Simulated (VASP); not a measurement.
SnO: single point with LDA

SnO:

```
CELL_PARAMETERS angstrom
3.76753 0.00000 0.00000
0.00000 3.76753 0.00000
0.00000 0.00000 4.65804
ATOMIC_POSITIONS crystal
Sn 0.00000 0.50000 0.24567
Sn 0.50000 0.00000 0.75433
O 0.00000 0.00000 0.00000
O 0.50000 0.50000 0.00000
```

* Program: VASP 6.6.1
* Task: single point
* Functional: LDA
* Potentials or basis: VASP PAW LDA potentials, release 64 (Sn_d, O)
* Cutoff: 520 eV
* k mesh: 12 × 12 × 10
* Occupations: gaussian, width 0.1 eV
* Spin: no spin polarisation
* Dipole correction: no
* Further INCAR settings: ALGO = Normal; EDIFF = 1e-06; NBANDS = 28

```yaml
Pressure: 0.3 GPa
Largest_force: 0.114 eV/Å
Band_gap_on_the_k_mesh: zero (bands 20 and 21 overlap by 0.22 eV)
```

Forces in eV/Å, atoms in the order of the input:
```
Sn   0.000  0.000  0.114
Sn   0.000  0.000 -0.114
O    0.000  0.000  0.000
O    0.000  0.000  0.000
```

Levels at points of the mesh, in eV from the Fermi level:
| k point | band 17 | band 18 | band 19 | band 20 | band 21 | band 22 | band 23 | band 24 |
| --- | --- | --- | --- | --- | --- | --- | --- | --- |
| (0.00, 0.00, 0.00) | -3.69 | -3.38 | -3.38 | -0.05 | 2.23 | 4.48 | 4.48 | 4.58 |
| (0.50, 0.00, 0.00) | -5.14 | -5.14 | -2.96 | -2.96 | 3.31 | 3.31 | 5.82 | 5.82 |
| (0.50, 0.50, 0.00) | -2.69 | -2.69 | -1.98 | -1.98 | -0.24 | -0.24 | 4.39 | 4.39 |
| (0.00, 0.00, 0.50) | -3.40 | -3.40 | -2.84 | -2.34 | 1.48 | 2.60 | 2.60 | 3.52 |
| (0.50, 0.00, 0.50) | -5.09 | -5.09 | -1.85 | -1.85 | 2.71 | 2.71 | 5.22 | 5.22 |
| (0.50, 0.50, 0.50) | -2.97 | -2.97 | -2.70 | -2.70 | 2.21 | 2.21 | 4.29 | 4.29 |

Run time: 3 min on 1 thread of Intel(R) Xeon(R) Platinum 8259CL CPU @ 2.50GHz (Skylake/Cascade Lake) (shared host), peak memory 0.34 GiB.

Caveat: semilocal functionals underestimate gaps, and a narrow one can read as zero; spin-orbit coupling is left out, which moves the levels of the heavy elements.
